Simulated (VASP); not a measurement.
Wanted: the native input for a VASP 6.6.1 run.

| Item | Value |
| --- | --- |
| Task | relaxation of cell and atoms |
| Functional | PBE |
| Dispersion | D4 |
| Potentials or basis | VASP PAW PBE potentials, release 64 (Cs_sv, I, Sn_d) |
| Cutoff | 600 eV |
| k mesh | 5 × 5 × 5 |
| Occupations | fermi-dirac, width 0.05 eV |
| Spin | no spin polarisation |
| Dipole correction | no |
| Further INCAR settings | ALGO = Normal; EDIFF = 1e-06; IBRION = 2; EDIFFG = -0.01; NSW = 60; ISIF = 3 |

The structure of CsSnI3 lies in POSCAR:

```
CsSnI3
1.0
    6.2057000000      0.0000000000      0.0000000000
    0.0000000000      6.2057000000      0.0000000000
    0.0000000000      0.0000000000      6.2057000000
Cs I Sn
1 3 1
Direct
    0.0000000000      0.0000000000      0.0000000000
    0.5000000000      0.5000000000      0.0000000000
    0.5000000000      0.0000000000      0.5000000000
    0.0000000000      0.5000000000      0.5000000000
    0.5000000000      0.5000000000      0.5000000000
```

These files were run (other wordings do the same):

INCAR

```
SYSTEM = CsSnI3
PREC     = Accurate       ! precision mode
ENCUT    = 600            ! plane-wave cutoff, eV
EDIFF    = 1E-6           ! SCF threshold, eV
ISMEAR   = -1             ! smearing method
SIGMA    = 0.05           ! smearing width, eV
LREAL    = .False.        ! projectors in reciprocal space
LASPH    = .True.         ! aspherical terms in the spheres
NELM     = 80             ! most SCF steps
ALGO     = Normal         ! electronic algorithm
ISIF     = 3              ! what is computed and relaxed
LWAVE    = .False.        ! write WAVECAR
LCHARG   = .False.        ! write CHGCAR
GGA      = PE             ! functional
IVDW     = 13             ! dispersion correction
IBRION   = 2              ! ionic algorithm
NSW      = 60             ! ionic steps
EDIFFG   = -0.01          ! ionic threshold
```

KPOINTS

```
regular mesh
0
Gamma
  5 5 5
  0 0 0
```

Potentials or basis: VASP PAW PBE potentials, release 64 (Cs_sv, I, Sn_d).

Run with:

```console
$ cat potpaw_PBE.64/Cs_sv/POTCAR potpaw_PBE.64/I/POTCAR potpaw_PBE.64/Sn_d/POTCAR > POTCAR
$ mpirun -np 1 vasp_std > vasp.out
```

It gave:

```
Relaxed volume                         : 46.89 Å³/atom
Relaxed cell                           : a = 6.166 Å, b = 6.166 Å, c = 6.166 Å, α = 90.00°, β = 90.00°, γ = 90.00°
Space group after relaxing (to 0.05 Å) : Pm-3m (No. 221)
Energy gained by relaxing              : 1.0 meV/atom
Ionic steps                            : 3
Pressure after relaxing                : 0.0 GPa
Band gap on the k mesh                 : 1.73 eV, direct
Dispersion energy per atom             : -0.268 eV
```

Caveat: spin-orbit coupling is left out, which moves the levels of the heavy elements.

Run time: 3.1 min on 1 thread of Oxide Virtual Turin-like Processor (shared host), peak memory 0.38 GiB.
